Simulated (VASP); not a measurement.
# NaH (Pm-3m) in VASP: further runs

Aim: see how the results for NaH move with the level of theory and the settings. Levels: HSE06, LDA. Tasks: single point.

All numbers are computed with VASP 6.6.1; they aren't measurements. Logs are shortened: lines on timing, memory, paths and dates and some standing lists are left out, and cuts for length are marked.

### Step 1. The cell of the first run

It takes space group Pm-3m (No. 221, cubic). Conventional cell: a = 2.932 Å, b = 2.932 Å, c = 2.932 Å, α = 90.00°, β = 90.00°, γ = 90.00°. Within 3.4 Å of Na (site symmetry m-3m) lie 8 H at 2.54 Å and 6 Na at 2.93 Å. H (site symmetry m-3m) has 8 Na at 2.54 Å and 6 H at 2.93 Å within 3.4 Å.

### Step 2. Single point, HSE06

Contents of POSCAR:

```
NaH
1.0
    2.9323912064      0.0000000000      0.0000000000
    0.0000000000      2.9323912064      0.0000000000
    0.0000000000      0.0000000000      2.9323912064
Na H
1 1
Direct
    0.0000000000      0.0000000000      0.0000000000
    0.5000000000      0.5000000000      0.5000000000
```

Contents of INCAR.step1:

```
SYSTEM = NaH
PREC     = Accurate       ! precision mode
ENCUT    = 520            ! plane-wave cutoff, eV
EDIFF    = 1E-5           ! SCF threshold, eV
ISMEAR   = 0              ! smearing method
SIGMA    = 0.01           ! smearing width, eV
LREAL    = .False.        ! projectors in reciprocal space
LASPH    = .True.         ! aspherical terms in the spheres
NELM     = 80             ! most SCF steps
ALGO     = Normal         ! electronic algorithm
ISIF     = 2              ! what is computed and relaxed
LWAVE    = .True.         ! write WAVECAR
LCHARG   = .False.        ! write CHGCAR
NBANDS   = 11             ! bands
GGA      = PE             ! functional
```

Contents of INCAR.step2:

```
SYSTEM = NaH
PREC     = Accurate       ! precision mode
ENCUT    = 520            ! plane-wave cutoff, eV
EDIFF    = 1E-6           ! SCF threshold, eV
ISMEAR   = 0              ! smearing method
SIGMA    = 0.01           ! smearing width, eV
LREAL    = .False.        ! projectors in reciprocal space
LASPH    = .True.         ! aspherical terms in the spheres
NELM     = 80             ! most SCF steps
ALGO     = Normal         ! electronic algorithm
ISIF     = 2              ! what is computed and relaxed
LWAVE    = .False.        ! write WAVECAR
LCHARG   = .False.        ! write CHGCAR
GGA      = PE             ! functional
LHFCALC  = .True.         ! exact exchange
HFSCREEN = 0.2079         ! screening, 1/A
PRECFOCK = Normal       
NBANDS   = 11             ! bands
ISTART   = 1
```

Contents of KPOINTS:

```
Automatic mesh
0
Gamma
  4 4 4
  0 0 0
```

Potentials or basis: VASP PAW PBE potentials, release 64 (Na_pv, H).

Run with:

```console
$ cat potpaw_PBE.64/Na_pv/POTCAR potpaw_PBE.64/H/POTCAR > POTCAR
$ cp INCAR.step1 INCAR
$ mpirun -np 1 vasp_std > vasp.out
$ cp INCAR.step2 INCAR
$ mpirun -np 1 vasp_std > vasp.out
```

OUTCAR:

```text
SYSTEM = NaH
   PREC = Accurate
   ENCUT = 520
   EDIFF = 1E-6
   ISMEAR = 0
   LREAL = .False.
   LASPH = .True.
   NELM = 80
   ISIF = 2
   GGA = PE
   LHFCALC = .True.
   HFSCREEN = 0.2079
   PRECFOCK = Normal
   ISTART = 1

 ion  position               nearest neighbor table
   1  0.000  0.000  0.000-
   2  0.500  0.500  0.500-

  LATTYP: Found a simple cubic cell.
 ALAT       =     2.9323912064

  Lattice vectors:

 A1 = (   2.9323912064,   0.0000000000,   0.0000000000)
 A2 = (   0.0000000000,   2.9323912064,   0.0000000000)
 A3 = (   0.0000000000,   0.0000000000,   2.9323912064)

Analysis of symmetry for initial positions (statically):
=====================================================================
 Subroutine PRICEL returns:
 Original cell was already a primitive cell.

 Routine SETGRP: Setting up the symmetry group for a
 simple cubic supercell.

 Subroutine GETGRP returns: Found 48 space group operations
 (whereof 48 operations were pure point group operations)
 out of a pool of 48 trial point group operations.

The static configuration has the point symmetry O_h .

Analysis of symmetry for dynamics (positions and initial velocities):
=====================================================================
 Subroutine PRICEL returns:
 Original cell was already a primitive cell.

 Routine SETGRP: Setting up the symmetry group for a
 simple cubic supercell.

 Subroutine GETGRP returns: Found 48 space group operations
 (whereof 48 operations were pure point group operations)
 out of a pool of 48 trial point group operations.

The dynamic configuration has the point symmetry O_h .

 Subroutine INISYM returns: Found 48 space group operations
 (whereof 48 operations are pure point group operations),
 and found     1 'primitive' translations

----------------------------------------------------------------------------------------

                                     Primitive cell

  volume of cell :      25.2154

  direct lattice vectors                    reciprocal lattice vectors
     2.932391206  0.000000000  0.000000000     0.341018619  0.000000000  0.000000000
     0.000000000  2.932391206  0.000000000     0.000000000  0.341018619  0.000000000
     0.000000000  0.000000000  2.932391206     0.000000000  0.000000000  0.341018619

  length of vectors
     2.932391206  2.932391206  2.932391206     0.341018619  0.341018619  0.341018619

  position of ions in fractional coordinates (direct lattice)
     0.000000000  0.000000000  0.000000000
     0.500000000  0.500000000  0.500000000

  ion indices of the primitive-cell ions
   primitive index   ion index
                 1           1
                 2           2

----------------------------------------------------------------------------------------

 KPOINTS: Automatic mesh

Automatic generation of k-mesh.
 Grid dimensions read from file:
 generate k-points for:    4    4    4

 Generating k-lattice:

  Cartesian coordinates                     Fractional coordinates (reciprocal lattice)
     0.085254655  0.000000000  0.000000000     0.250000000  0.000000000  0.000000000
     0.000000000  0.085254655  0.000000000     0.000000000  0.250000000  0.000000000
     0.000000000  0.000000000  0.085254655     0.000000000  0.000000000  0.250000000

  Length of vectors
     0.085254655  0.085254655  0.085254655

  Shift w.r.t. Gamma in fractional coordinates (k-lattice)
     0.000000000  0.000000000  0.000000000

 Subroutine IBZKPT returns following result:
 ===========================================

 Found     10 irreducible k-points:

 Following reciprocal coordinates:
            Coordinates               Weight
  0.000000  0.000000  0.000000      1.000000
  0.250000  0.000000  0.000000      6.000000
  0.500000  0.000000  0.000000      3.000000
  0.250000  0.250000  0.000000     12.000000
  0.500000  0.250000  0.000000     12.000000
  0.500000  0.500000  0.000000      3.000000
  0.250000  0.250000  0.250000      8.000000
  0.500000  0.250000  0.250000     12.000000
  0.500000  0.500000  0.250000      6.000000
  0.500000  0.500000  0.500000      1.000000
   k-points           NKPTS =     10   k-points in BZ     NKDIM =     64   number of bands    NBANDS=     11
   number of dos      NEDOS =    301   number of ions     NIONS =      2
   total plane-waves  NPLWV =  13824
   dimension x,y,z NGX =    24 NGY =   24 NGZ =   24
   dimension x,y,z NGXF=    48 NGYF=   48 NGZF=   48
   ions per type =               1   1
   NGX,Y,Z   is equivalent  to a cutoff of  13.61, 13.61, 13.61 a.u.
   NGXF,Y,Z  is equivalent  to a cutoff of  27.21, 27.21, 27.21 a.u.
 SYSTEM =  NaH
   PREC   = accura    normal or accurate (medium, high low for compatibility)
   ISTART =      1    job   : 0-new  1-cont  2-samecut
   ICHARG =      0    charge: 1-file 2-atom 10-const
   ISPIN  =      1    spin polarized calculation?
   LNONCOLLINEAR =      F non collinear calculations
   LSORBIT =      F    spin-orbit coupling
   LASPH  =      T    aspherical Exc in radial PAW
   ENCUT  =  520.0 eV  38.22 Ry    6.18 a.u.   5.45  5.45  5.45*2*pi/ulx,y,z
   NELM   =     80;   NELMIN=  2; NELMDL=  0     # of ELM steps
   EDIFF  = 0.1E-05   stopping-criterion for ELM
   LREAL  =      F    real-space projection
   EDIFFG = 0.1E-04   stopping-criterion for IOM
   NSW    =      0    number of steps for IOM
   IBRION =     -1    ionic relax: 0-MD 1-quasi-New 2-CG
   NFREE  =      0    steps in history (QN), initial steepest desc. (CG)
   ISIF   =      2    stress and relaxation
   ISYM   =      3    0-nonsym 1-usesym 2-fastsym
   POTIM  = 0.5000    time-step for ionic-motion
   TEBEG  =    0.0;   TEEND  =   0.0 temperature during run
   PSTRESS=    0.0 pullay stress
   NELECT =       8.0000    total number of electrons
   NUPDOWN=      -1.0000    fix difference up-down
   EMIN   =  10.00;   EMAX   =-10.00  energy-range for DOS
   EFERMI =   0.00;   METHOD = LEGACY
   ISMEAR =     0;   SIGMA  =   0.01  broadening in eV -4-tet -1-fermi 0-gaus
   EFERMI_NEDOS =   21; number of points for ismear=-14 and -15
   IALGO  =     38    algorithm
   IMIX   =      1    mixing-type and parameters
     AMIX     =   0.40;   BMIX     =  1.00
     AMIX_MAG =   1.60;   BMIX_MAG =  1.00
  volume/ion in A,a.u.               =      12.61        85.08
  Fermi-wavevector in a.u.,A,eV,Ry     =   1.116562  2.109997 16.962535  1.246711
  Thomas-Fermi vector in A             =   2.253177
   LORBIT       =      0    0 simple, 1 ext, 2 COOP (PROOUT), +10 PAW based schemes
   GGA     = PE    functional components
   LHFCALC =     T    Hartree Fock is set to
   PRECFOCK=normal    Normal, Fast or Accurate (Low or Medium for compatibility)
   ENCUT4O =  -1.0   cutoff for four orbital integrals eV
   NKREDX  =     1    reduce k-point grid by
   NKREDY  =     1    reduce k-point grid by
   NKREDZ  =     1    reduce k-point grid by
   AEXX    =    0.2500 exact exchange contribution
   HFSCREEN=    0.2079 screening length (either q_TF or 0.3 A-1)
   HFSCREENC=   0.2079 screening length for correlation (either q_TF or 0.3 A-1)
   ENCUTFOCK=  -1.0 apply spherical cutoff to Coloumb kernel
   IVDW    =     0    specifies the selected vdW correction
   LEPSILON=     F    determine dielectric tensor
   LRPA    =     F    only Hartree local field effects (RPA)
 non-spin polarized calculation
 Gauss-broadening in eV      SIGMA  =   0.01
  energy-cutoff  :      520.00
  volume of cell :       25.22
 maximum number of plane-waves:       691
 NGX is ok and might be reduce to    24
  NGX = 18; NGY = 18; NGZ = 18

 number of electron       8.0000014 magnetization

 Free energy of the ion-electron system (eV)
  ---------------------------------------------------
  ext. energy  EPLUGINS =         0.00000000
  ---------------------------------------------------
  free energy    TOTEN  =        -5.42202039 eV

  energy without entropy =       -5.42202039  energy(sigma->0) =       -5.42202039

 E-fermi :   0.9485     XC(G=0):  -6.8799

 val. band max:        0.8949294426   @ k =   0.5000   0.5000   0.5000
 cond. band min:       2.7804050947   @ k =   0.5000   0.0000   0.0000
 fundamental gap:      1.8854756521
 Fermi energy:         0.9484886215

 k-point     1 :       0.0000    0.0000    0.0000
  band No.  band energies     occupation
      1     -26.2116      2.00000
      2     -26.2116      2.00000
      3     -26.2116      2.00000
      4      -5.6963      2.00000
      5      11.1675      0.00000
      6      13.1114      0.00000
      7      13.1114      0.00000
      8      14.8110      0.00000
      9      14.8110      0.00000
     10      14.8110      0.00000
     11      28.4932      0.00000

 k-point     2 :       0.2500    0.0000    0.0000
  band No.  band energies     occupation
      1     -26.3039      2.00000
      2     -26.2036      2.00000
      3     -26.2036      2.00000
      4      -4.6379      2.00000
      5       6.4028      0.00000
      6      12.5895      0.00000
      7      14.1656      0.00000
      8      15.5559      0.00000
      9      15.5559      0.00000
     10      22.3023      0.00000
     11      23.2936      0.00000

 k-point     3 :       0.5000    0.0000    0.0000
  band No.  band energies     occupation
      1     -26.3950      2.00000
      2     -26.1955      2.00000
      3     -26.1955      2.00000
      4      -2.9399      2.00000
      5       2.7804      0.00000
      6      13.3979      0.00000
      7      16.4660      0.00000
      8      16.8885      0.00000
      9      16.8885      0.00000
     10      18.8103      0.00000
     11      20.3941      0.00000
[... 71 lines left out ...]
 k-point     9 :       0.5000    0.5000    0.2500
  band No.  band energies     occupation
      1     -26.3489      2.00000
      2     -26.3489      2.00000
      3     -26.2590      2.00000
      4      -0.2520      2.00000
      5       7.0158      0.00000
      6       7.0158      0.00000
      7       9.9532      0.00000
      8      12.0272      0.00000
      9      15.1613      0.00000
     10      15.1613      0.00000
     11      21.4947      0.00000

 k-point    10 :       0.5000    0.5000    0.5000
  band No.  band energies     occupation
      1     -26.3365      2.00000
      2     -26.3365      2.00000
      3     -26.3365      2.00000
      4       0.8949      2.00000
      5       8.8453      0.00000
      6       8.8453      0.00000
      7       8.8453      0.00000
      8      11.3192      0.00000
      9      11.3192      0.00000
     10      11.3192      0.00000
     11      18.6922      0.00000

------------------------ aborting loop because EDIFF is reached ----------------------------------------

  FORCE on cell =-STRESS in cart. coord.  units (eV):
  Direction    XX          YY          ZZ          XY          YZ          ZX
  --------------------------------------------------------------------------------------
  -------------------------------------------------------------------------------------
  Total        0.0637109      0.0637109      0.0637109     -0.0000000     -0.0000000     -0.0000000
  in kB        4.0481676      4.0481676      4.0481676     -0.0000000     -0.0000000     -0.0000000
  external PRESSURE =       4.0481676 kB  Pullay stress =       0.0000000 kB

 VOLUME and BASIS-vectors are now :
 -----------------------------------------------------------------------------
  energy-cutoff  :      520.00
  volume of cell :       25.22
      direct lattice vectors                 reciprocal lattice vectors
     2.932391206  0.000000000  0.000000000     0.341018619  0.000000000  0.000000000
     0.000000000  2.932391206  0.000000000     0.000000000  0.341018619  0.000000000
     0.000000000  0.000000000  2.932391206     0.000000000  0.000000000  0.341018619

 POSITION                                       TOTAL-FORCE (eV/Angst)
 -----------------------------------------------------------------------------------
      0.00000      0.00000      0.00000         0.000000      0.000000      0.000000
      1.46620      1.46620      1.46620         0.000000      0.000000      0.000000
 -----------------------------------------------------------------------------------
    total drift:                               -0.000000     -0.000000     -0.000000

  FREE ENERGIE OF THE ION-ELECTRON SYSTEM (eV)
  ---------------------------------------------------
  free  energy   TOTEN  =        -5.4220203939 eV

  energy  without entropy=       -5.4220203939  energy(sigma->0) =       -5.42202039
```

Wall time 38 s (1 thread of Intel Xeon Platinum 8488C (Sapphire Rapids), shared host); peak memory 0.23 GiB.

Results:

```
Free energy            : -5.4220 eV
Pressure               : 0.4 GPa
Band gap on the k mesh : 1.89 eV, indirect (least direct gap 5.72 eV)
```

Levels at points of the mesh, in eV from the valence-band top:
```
           k point  band 1  band 2  band 3  band 4  band 5  band 6  band 7  band 8  band 9
(0.00, 0.00, 0.00)  -27.11  -27.11  -27.11   -6.59   10.27   12.22   12.22   13.92   13.92
(0.50, 0.00, 0.00)  -27.29  -27.09  -27.09   -3.83    1.89   12.50   15.57   15.99   15.99
(0.50, 0.50, 0.00)  -27.26  -27.26  -27.08   -1.96    5.25    5.25    8.07   16.35   20.18
(0.50, 0.50, 0.50)  -27.23  -27.23  -27.23    0.00    7.95    7.95    7.95   10.42   10.42
```

Caveat: the k points lie up to 0.54 Å⁻¹ apart; the PAW data sets were made with another functional, which shifts forces and pressure a little.

### Step 3. Single point, LDA

Contents of INCAR:

```
SYSTEM = NaH
PREC = Accurate
ENCUT = 500
EDIFF = 1E-6
ISMEAR = 0
SIGMA = 0.01
LREAL = .FALSE.
LASPH = .TRUE.
NELM = 120
ALGO = Normal
ISIF = 2
LWAVE = .FALSE.
LCHARG = .FALSE.
GGA = CA
NBANDS = 11
GGA_COMPAT = .FALSE.
```

Contents of KPOINTS:

```
Automatic mesh
0
G
  4 4 4
  0 0 0
```

POSCAR is that of step 2.

Potentials or basis: VASP PAW LDA potentials, release 64 (Na_pv, H).

Run with:

```console
$ cat potpaw_LDA.64/Na_pv/POTCAR potpaw_LDA.64/H/POTCAR > POTCAR
$ mpirun -np 1 vasp_std > vasp.out
```

Run time: 4 s. Hardware: 1 thread of Intel Xeon 8259CL, shared host; peak memory 0.12 GiB.

The run converged. Its results:

- Free energy: -5.0646 eV
- Pressure: -1.5 GPa
- Band gap on the k mesh: 0.53 eV, indirect (least direct gap 4.18 eV)

Levels at points of the mesh, in eV from the valence-band top:
```csv
k point,band 2,band 3,band 4,band 5,band 6,band 7
"(0.00, 0.00, 0.00)",-24.78,-24.78,-6.32,8.66,10.50,10.50
"(0.50, 0.00, 0.00)",-24.77,-24.77,-3.65,0.53,10.78,13.70
"(0.50, 0.50, 0.00)",-24.95,-24.75,-1.88,3.83,3.83,6.35
"(0.50, 0.50, 0.50)",-24.92,-24.92,0.00,6.50,6.50,6.50
```

Caveat: the k points lie up to 0.54 Å⁻¹ apart. As with any semilocal functional, this LDA gap is likely too small.

### Step 4. Single point, LDA

Contents of INCAR:

```
ALGO = Normal
EDIFF = 1E-6
ENCUT = 500
GGA = CA
GGA_COMPAT = F
ISIF = 2
ISMEAR = 0
LASPH = T
LCHARG = T
LELF = T
LREAL = F
LVHAR = T
LWAVE = F
NBANDS = 11
NELM = 120
PREC = Accurate
SIGMA = 0.01
```

Contents of KPOINTS:

```
k-points
0
Gamma
  4 4 4
```

POSCAR is that of step 3.

Potentials or basis: VASP PAW LDA potentials, release 64 (Na_pv, H).

Run with:

```console
$ cat potpaw_LDA.64/Na_pv/POTCAR potpaw_LDA.64/H/POTCAR > POTCAR
$ mpirun -np 1 vasp_std > vasp.out
```

OUTCAR:

```text
EDIFF = 1E-6
   ENCUT = 500
   GGA = CA
   ISIF = 2
   ISMEAR = 0
   LASPH = T
   LREAL = F
   NELM = 120
   PREC = Accurate

 ion  position               nearest neighbor table
   1  0.000  0.000  0.000-
   2  0.500  0.500  0.500-

  LATTYP: Found a simple cubic cell.
 ALAT       =     2.9323912064

  Lattice vectors:

 A1 = (   2.9323912064,   0.0000000000,   0.0000000000)
 A2 = (   0.0000000000,   2.9323912064,   0.0000000000)
[... 308 lines left out ...]

------------------------ aborting loop because EDIFF is reached ----------------------------------------

  FORCE on cell =-STRESS in cart. coord.  units (eV):
  Direction    XX          YY          ZZ          XY          YZ          ZX
  --------------------------------------------------------------------------------------
  -------------------------------------------------------------------------------------
  Total       -0.2310366     -0.2310366     -0.2310366     -0.0000000     -0.0000000      0.0000000
  in kB      -14.6799868    -14.6799868    -14.6799868     -0.0000000     -0.0000000      0.0000000
  external PRESSURE =     -14.6799868 kB  Pullay stress =       0.0000000 kB

 VOLUME and BASIS-vectors are now :
 -----------------------------------------------------------------------------
  energy-cutoff  :      500.00
  volume of cell :       25.22
      direct lattice vectors                 reciprocal lattice vectors
     2.932391206  0.000000000  0.000000000     0.341018619  0.000000000  0.000000000
     0.000000000  2.932391206  0.000000000     0.000000000  0.341018619  0.000000000
     0.000000000  0.000000000  2.932391206     0.000000000  0.000000000  0.341018619

 POSITION                                       TOTAL-FORCE (eV/Angst)
 -----------------------------------------------------------------------------------
      0.00000      0.00000      0.00000         0.000000      0.000000      0.000000
      1.46620      1.46620      1.46620         0.000000      0.000000      0.000000
 -----------------------------------------------------------------------------------
    total drift:                                0.000000      0.000000      0.000000

  FREE ENERGIE OF THE ION-ELECTRON SYSTEM (eV)
  ---------------------------------------------------
  free  energy   TOTEN  =        -5.0646438877 eV

  energy  without entropy=       -5.0646438877  energy(sigma->0) =       -5.06464389
```

OSZICAR:

```text
N       E                     dE             d eps       ncg     rms          rms(c)
DAV:   1     0.355698250135E+02    0.35570E+02   -0.46937E+03   220   0.742E+02
DAV:   2    -0.447929618161E+01   -0.40049E+02   -0.39131E+02   226   0.186E+02
DAV:   3    -0.552370649340E+01   -0.10444E+01   -0.10435E+01   256   0.291E+01
DAV:   4    -0.552969297068E+01   -0.59865E-02   -0.59859E-02   244   0.221E+00
DAV:   5    -0.552974158372E+01   -0.48613E-04   -0.48613E-04   250   0.198E-01    0.300E+00
DAV:   6    -0.517806019572E+01    0.35168E+00   -0.36322E-01   240   0.346E+00    0.142E+00
DAV:   7    -0.506471272013E+01    0.11335E+00   -0.36606E-01   232   0.245E+00    0.337E-01
DAV:   8    -0.506489284829E+01   -0.18013E-03   -0.85529E-03   259   0.114E+00    0.634E-02
DAV:   9    -0.506466402703E+01    0.22882E-03   -0.12545E-03   271   0.391E-01    0.228E-02
DAV:  10    -0.506464363525E+01    0.20392E-04   -0.74627E-05   246   0.453E-02    0.210E-03
DAV:  11    -0.506464388773E+01   -0.25247E-06   -0.16731E-06   196   0.766E-03
   1 F= -.50646439E+01 E0= -.50646439E+01  d E =-.715334E-17
```

stdout:

```text
POSCAR found type information on POSCAR NaH
 POSCAR found :  2 types and       2 ions
 scaLAPACK will be used
 LDA part: xc-table for (Slater(with rela. corr.)+CA(PZ))
 , standard interpolation
 POSCAR, INCAR and KPOINTS ok, starting setup
 FFT: planning ... GRIDC
 FFT: planning ... GRID_SOFT
 FFT: planning ... GRID
 WAVECAR not read
 entering main loop
```

It took 4.8 s on 1 thread of Intel Xeon 8259CL, shared host; peak memory 0.12 GiB.

What came out:

- Free energy: -5.0646 eV
- Pressure: -1.5 GPa
- Band gap on the k mesh: 0.53 eV, indirect (least direct gap 4.18 eV)

Caveat: the k points lie up to 0.54 Å⁻¹ apart. A k mesh can miss the band edges.
